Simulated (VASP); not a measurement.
Write the native input for VASP 6.6.1 that does the following.

```
Task                   : relaxation of cell and atoms
Functional             : PBE
Potentials or basis    : VASP PAW PBE potentials, release 64 (Be, Zn, Se)
Cutoff                 : 600 eV
k mesh                 : 6 × 6 × 10
Occupations            : gaussian, width 0.1 eV
Spin                   : no spin polarisation
Dipole correction      : no
Further INCAR settings : ALGO = Normal; EDIFF = 1e-06; IBRION = 2; EDIFFG = -0.01; NSW = 100; ISIF = 3
```

The structure of BeZn2Se3 lies in POSCAR:

```
BeZn2Se3
1.0
    6.4646528973      0.0000000000      0.0000000000
   -3.2323264487      5.5985536357      0.0000000000
    0.0000000000      0.0000000000      3.7578585113
Be Zn Se
1 2 3
Direct
    0.0000000000      0.0000000000      0.0000000000
    0.3333333333      0.6666666667      0.0000000000
    0.6666666667      0.3333333333      0.0000000000
    0.5000000000      0.0000000000      0.5000000000
    0.5000000000      0.5000000000      0.5000000000
    0.0000000000      0.5000000000      0.5000000000
```

The cell was built from a structure type or drawn by symmetry, and may not be a known phase.

These files were run (other wordings do the same):

INCAR

```
PREC = Accurate
ENCUT = 600
EDIFF = 1E-6
ISMEAR = 0
SIGMA = 0.1
LREAL = F
LASPH = T
NELM = 60
ALGO = Normal
ISIF = 3
LWAVE = F
LCHARG = F
GGA = PE
IBRION = 2
NSW = 100
EDIFFG = -0.01
```

KPOINTS

```
regular mesh
0
Gamma
  6 6 10
```

Potentials or basis: VASP PAW PBE potentials, release 64 (Be, Zn, Se).

The run is started by

```sh
$ cat potpaw_PBE.64/Be/POTCAR potpaw_PBE.64/Zn/POTCAR potpaw_PBE.64/Se/POTCAR > POTCAR
$ mpirun -np 1 vasp_std > vasp.out
```

It gave:

The relaxed volume is 24.73 Å³/atom and the relaxed cell is a = 7.687 Å, b = 7.687 Å, c = 2.899 Å, α = 90.00°, β = 90.00°, γ = 120.00°. The space group after relaxing (to 0.1 Å) is P6/mmm (No. 191) and the energy gained by relaxing is 91.7 meV/atom. The ionic steps are 15. The pressure after relaxing is 0.0 GPa and the band gap on the k mesh is zero (bands 22 and 23 overlap by 2.76 eV).

Caveat: a cell axis changed by over 15 % at a fixed basis, so the end point is rough.

Run time: 64 min on 1 thread of Intel Xeon 8259CL, on a shared host, peak memory 0.42 GiB.
